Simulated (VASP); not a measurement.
# SiC (R3m) in VASP: further runs

The runs below take SiC through single point, with PBEsol.

All numbers are computed with VASP 6.6.1; they aren't measurements. Logs are shortened: lines on timing, memory, paths and dates and some standing lists are left out, and cuts for length are marked.

## 1. The cell of the first run

It takes space group R3m (No. 160, trigonal). The conventional cell has a = 3.009 Å, b = 3.009 Å, c = 7.672 Å, α = 90.00°, β = 90.00°, γ = 120.00°. Within 2.5 Å of Si (site symmetry 3m) lie 4 C at 1.85 to 1.92 Å. Within 2.5 Å of C (site symmetry 3m) lie 4 Si at 1.85 to 1.92 Å.

## 2. Single point, PBEsol

Input file INCAR:

```
SYSTEM = SiC
PREC = Accurate ; ENCUT = 520
EDIFF = 1E-6 ; ISMEAR = 0
SIGMA = 0.05 ; LREAL = .FALSE.
LASPH = .TRUE. ; NELM = 60
ALGO = Normal ; ISIF = 2
LWAVE = .FALSE. ; LCHARG = .TRUE.
GGA = PS ; LELF = .TRUE.
LVHAR = .TRUE. ; NBANDS = 11
```

Input file KPOINTS:

```
Automatic mesh
0
G
  12 12 12
  0 0 0
```

Input file POSCAR:

```
SiC
1.0
    0.0000000000      2.1277503411      2.1277503411
    2.1277503411      0.0000000000      2.1277503411
    2.1857670004      2.1857670004     -0.0580166593
Si C
1 1
Direct
    0.0000000000      0.0000000000      0.0000000000
    0.7500000000      0.7500000000      0.7500000000
```

Potentials or basis: VASP PAW PBE potentials, release 64 (Si, C).

Command:

```bash
$ cat potpaw_PBE.64/Si/POTCAR potpaw_PBE.64/C/POTCAR > POTCAR
$ mpirun -np 1 vasp_std > vasp.out
```

OUTCAR:

```text
SYSTEM = SiC
   PREC = Accurate
   ENCUT = 520
   EDIFF = 1E-6
   ISMEAR = 0
   LREAL = .FALSE.
   LASPH = .TRUE.
   NELM = 60
   ISIF = 2
   GGA = PS

 ion  position               nearest neighbor table
   1  0.000  0.000  0.000-   2 1.85   2 1.85   2 1.85   2 1.92
   2  0.750  0.750  0.750-   1 1.85   1 1.85   1 1.85   1 1.92

  LATTYP: Found a trigonal (rhomboedric) cell.
 ALAT       =     3.0916857364
 COS(alpha) =     0.5263575129

  Lattice vectors:

 A1 = (   2.1857670004,   0.0580166593,  -2.1857670004)
 A2 = (   0.0580166593,   2.1857670004,  -2.1857670004)
 A3 = (   2.1857670004,   2.1857670004,  -0.0580166593)

Analysis of symmetry for initial positions (statically):
=====================================================================
 Subroutine PRICEL returns:
 Original cell was already a primitive cell.

 Routine SETGRP: Setting up the symmetry group for a
 trigonal (rhombohedral) supercell.

 Subroutine GETGRP returns: Found  6 space group operations
 (whereof  6 operations were pure point group operations)
 out of a pool of 12 trial point group operations.

The static configuration has the point symmetry C_3v.

Analysis of symmetry for dynamics (positions and initial velocities):
=====================================================================
 Subroutine PRICEL returns:
 Original cell was already a primitive cell.

 Routine SETGRP: Setting up the symmetry group for a
 trigonal (rhombohedral) supercell.

 Subroutine GETGRP returns: Found  6 space group operations
 (whereof  6 operations were pure point group operations)
 out of a pool of 12 trial point group operations.

The dynamic configuration has the point symmetry C_3v.

 Subroutine INISYM returns: Found  6 space group operations
 (whereof  6 operations are pure point group operations),
 and found     1 'primitive' translations

----------------------------------------------------------------------------------------

                                     Primitive cell

  volume of cell :      20.0540

  direct lattice vectors                    reciprocal lattice vectors
     0.000000000  2.127750341  2.127750341    -0.231912161  0.238067789  0.231912161
     2.127750341  0.000000000  2.127750341     0.238067789 -0.231912161  0.231912161
     2.185767000  2.185767000 -0.058016659     0.225756533  0.225756533 -0.225756533

  length of vectors
     3.009093390  3.009093390  3.091685736     0.405268767  0.405268767  0.391021785

  position of ions in fractional coordinates (direct lattice)
     0.000000000  0.000000000  0.000000000
     0.750000000  0.750000000  0.750000000

  ion indices of the primitive-cell ions
   primitive index   ion index
                 1           1
                 2           2

----------------------------------------------------------------------------------------

 KPOINTS: Automatic mesh

Automatic generation of k-mesh.
 Grid dimensions read from file:
 generate k-points for:   12   12   12

 Generating k-lattice:

  Cartesian coordinates                     Fractional coordinates (reciprocal lattice)
    -0.019326013  0.019838982  0.019326013     0.083333333  0.000000000  0.000000000
     0.019838982 -0.019326013  0.019326013     0.000000000  0.083333333  0.000000000
     0.018813044  0.018813044 -0.018813044     0.000000000  0.000000000  0.083333333

  Length of vectors
     0.033772397  0.033772397  0.032585149

  Shift w.r.t. Gamma in fractional coordinates (k-lattice)
     0.000000000  0.000000000  0.000000000

 Subroutine IBZKPT returns following result:
 ===========================================

 Found    189 irreducible k-points:

 Following reciprocal coordinates:
            Coordinates               Weight
  0.000000  0.000000  0.000000      1.000000
  0.083333  0.000000  0.000000      6.000000
  0.166667  0.000000  0.000000      6.000000
  0.250000  0.000000  0.000000      6.000000
  0.333333  0.000000  0.000000      6.000000
  0.416667  0.000000 -0.000000      6.000000
[... 16 lines left out ...]
  0.500000  0.166667  0.000000     12.000000
 -0.416667  0.166667 -0.000000     12.000000
 [... further k-points ...]
   k-points           NKPTS =    189   k-points in BZ     NKDIM =    189   number of bands    NBANDS=     11
   number of dos      NEDOS =    301   number of ions     NIONS =      2
   total plane-waves  NPLWV =  13824
   dimension x,y,z NGX =    24 NGY =   24 NGZ =   24
   dimension x,y,z NGXF=    48 NGYF=   48 NGZF=   48
   ions per type =               1   1
   NGX,Y,Z   is equivalent  to a cutoff of  13.26, 13.26, 12.91 a.u.
   NGXF,Y,Z  is equivalent  to a cutoff of  26.52, 26.52, 25.81 a.u.
 SYSTEM =  SiC
   PREC   = accura    normal or accurate (medium, high low for compatibility)
   ISTART =      0    job   : 0-new  1-cont  2-samecut
   ICHARG =      2    charge: 1-file 2-atom 10-const
   ISPIN  =      1    spin polarized calculation?
   LNONCOLLINEAR =      F non collinear calculations
   LSORBIT =      F    spin-orbit coupling
   LASPH  =      T    aspherical Exc in radial PAW
   ENCUT  =  520.0 eV  38.22 Ry    6.18 a.u.   5.59  5.59  5.75*2*pi/ulx,y,z
   NELM   =     60;   NELMIN=  2; NELMDL= -5     # of ELM steps
   EDIFF  = 0.1E-05   stopping-criterion for ELM
   LREAL  =      F    real-space projection
   EDIFFG = 0.1E-04   stopping-criterion for IOM
   NSW    =      0    number of steps for IOM
   IBRION =     -1    ionic relax: 0-MD 1-quasi-New 2-CG
   NFREE  =      0    steps in history (QN), initial steepest desc. (CG)
   ISIF   =      2    stress and relaxation
   ISYM   =      2    0-nonsym 1-usesym 2-fastsym
   POTIM  = 0.5000    time-step for ionic-motion
   TEBEG  =    0.0;   TEEND  =   0.0 temperature during run
   PSTRESS=    0.0 pullay stress
   NELECT =       8.0000    total number of electrons
   NUPDOWN=      -1.0000    fix difference up-down
   EMIN   =  10.00;   EMAX   =-10.00  energy-range for DOS
   EFERMI =   0.00;   METHOD = LEGACY
   ISMEAR =     0;   SIGMA  =   0.05  broadening in eV -4-tet -1-fermi 0-gaus
   EFERMI_NEDOS =   21; number of points for ismear=-14 and -15
   IALGO  =     38    algorithm
   IMIX   =      4    mixing-type and parameters
     AMIX     =   0.40;   BMIX     =  1.00
     AMIX_MAG =   1.60;   BMIX_MAG =  1.00
  volume/ion in A,a.u.               =      10.03        67.67
  Fermi-wavevector in a.u.,A,eV,Ry     =   1.205141  2.277386 19.760620  1.452365
  Thomas-Fermi vector in A             =   2.340846
   LORBIT       =      0    0 simple, 1 ext, 2 COOP (PROOUT), +10 PAW based schemes
   GGA     = PS    functional components
   LHFCALC =     F    Hartree Fock is set to
   AEXX    =    0.0000 exact exchange contribution
   IVDW    =     0    specifies the selected vdW correction
   LEPSILON=     F    determine dielectric tensor
   LRPA    =     F    only Hartree local field effects (RPA)
 non-spin polarized calculation
 Gauss-broadening in eV      SIGMA  =   0.05
  energy-cutoff  :      520.00
  volume of cell :       20.05
 maximum number of plane-waves:       556
   NGX = 11   NGY = 11   NGZ = 11

 number of electron       8.0000000 magnetization

 Free energy of the ion-electron system (eV)
  ---------------------------------------------------
  ext. energy  EPLUGINS =         0.00000000
  ---------------------------------------------------
  free energy    TOTEN  =       -15.86087636 eV

  energy without entropy =      -15.86087636  energy(sigma->0) =      -15.86087636

 E-fermi :   8.7208     XC(G=0): -11.6397

 val. band max:        8.5015725308   @ k =   0.0000   0.0000   0.0000
 cond. band min:       9.5899386886   @ k =   0.5000   0.5000   0.0000
 fundamental gap:      1.0883661578
 Fermi energy:         8.7208058973

 k-point     1 :       0.0000    0.0000    0.0000
  band No.  band energies     occupation
      1      -7.2655      2.00000
      2       8.2242      2.00000
      3       8.5016      2.00000
      4       8.5016      2.00000
      5      14.3384      0.00000
      6      15.8949      0.00000
      7      16.1995      0.00000
      8      16.1995      0.00000
      9      23.0706      0.00000
     10      23.0706      0.00000
     11      25.1131      0.00000

 k-point     2 :       0.0833    0.0000    0.0000
  band No.  band energies     occupation
      1      -7.1229      2.00000
      2       7.7434      2.00000
      3       8.1754      2.00000
      4       8.3935      2.00000
      5      14.4968      0.00000
      6      16.0066      0.00000
      7      16.3847      0.00000
      8      16.4508      0.00000
      9      22.1315      0.00000
     10      22.3277      0.00000
     11      24.9117      0.00000

 k-point     3 :       0.1667    0.0000    0.0000
  band No.  band energies     occupation
      1      -6.6986      2.00000
      2       6.1084      2.00000
      3       7.9290      2.00000
      4       8.1265      2.00000
      5      14.5676      0.00000
      6      16.0694      0.00000
      7      16.7164      0.00000
      8      17.3349      0.00000
      9      21.1571      0.00000
     10      21.5918      0.00000
     11      24.1199      0.00000

 k-point     4 :       0.2500    0.0000    0.0000
  band No.  band energies     occupation
      1      -6.0064      2.00000
      2       4.1444      2.00000
      3       7.6607      2.00000
      4       7.8128      2.00000
      5      14.3396      0.00000
      6      16.0853      0.00000
      7      16.7094      0.00000
      8      18.1138      0.00000
      9      21.2053      0.00000
     10      21.9015      0.00000
     11      23.6501      0.00000
[... 239 lines left out ...]
 k-point    22 :       0.4167    0.1667    0.0000
  band No.  band energies     occupation
      1      -4.3060      2.00000
      2       1.9554      2.00000
      3       6.0073      2.00000
      4       6.3846      2.00000
      5      13.0031      0.00000
      6      16.4132      0.00000
      7      17.6990      0.00000
      8      18.4929      0.00000
      9      22.0011      0.00000
     10      25.6776      0.00000
     11      26.7007      0.00000

 k-point    23 :       0.5000    0.1667    0.0000
  band No.  band energies     occupation
      1      -3.3379      2.00000
      2       0.5251      2.00000
      3       5.5434      2.00000
      4       6.4877      2.00000
      5      13.0437      0.00000
      6      16.2393      0.00000
      7      17.2497      0.00000
      8      19.6005      0.00000
      9      22.5721      0.00000
     10      25.7910      0.00000
     11      26.9383      0.00000

 k-point    24 :      -0.4167    0.1667   -0.0000
  band No.  band energies     occupation
      1      -3.0973      2.00000
      2       0.2101      2.00000
      3       5.2400      2.00000
      4       6.7593      2.00000
      5      13.3701      0.00000
      6      16.0462      0.00000
      7      16.9345      0.00000
      8      19.8863      0.00000
      9      23.3711      0.00000
     10      24.0209      0.00000
     11      26.9307      0.00000

 [... further k-points ...]
[... 5 lines left out ...]
  --------------------------------------------------------------------------------------
  -------------------------------------------------------------------------------------
  Total        1.0090723      1.0090723      1.0090723     -0.9652917      0.9652917      0.9652917
  in kB       80.6179733     80.6179733     80.6179733    -77.1202019     77.1202019     77.1202019
  external PRESSURE =      80.6179733 kB  Pullay stress =       0.0000000 kB

 VOLUME and BASIS-vectors are now :
 -----------------------------------------------------------------------------
  energy-cutoff  :      520.00
  volume of cell :       20.05
      direct lattice vectors                 reciprocal lattice vectors
     0.000000000  2.127750341  2.127750341    -0.231912161  0.238067789  0.231912161
     2.127750341  0.000000000  2.127750341     0.238067789 -0.231912161  0.231912161
     2.185767000  2.185767000 -0.058016659     0.225756533  0.225756533 -0.225756533

 POSITION                                       TOTAL-FORCE (eV/Angst)
 -----------------------------------------------------------------------------------
      0.00000      0.00000      0.00000         0.228604      0.228604     -0.228604
      3.23514      3.23514      3.14811        -0.228604     -0.228604      0.228604
 -----------------------------------------------------------------------------------
    total drift:                                0.000057      0.000057     -0.000057

  FREE ENERGIE OF THE ION-ELECTRON SYSTEM (eV)
  ---------------------------------------------------
  free  energy   TOTEN  =       -15.8608763623 eV

  energy  without entropy=      -15.8608763623  energy(sigma->0) =      -15.86087636
```

Wall time 16 s (1 thread of Intel Xeon 6975P-C, shared host); peak memory 0.16 GiB.

What came out:

```
Free energy            : -15.8609 eV
Pressure               : 8.1 GPa
Largest force          : 0.396 eV/Å
Band gap on the k mesh : 1.09 eV, indirect (least direct gap 4.23 eV)
```

Forces on the atoms (eV/Å):
```
Si   0.229  0.229 -0.229
C   -0.229 -0.229  0.229
```

Caveat: the PAW data sets were made with another functional, which shifts forces and pressure a little.

(Continued in part 2 of 2.)
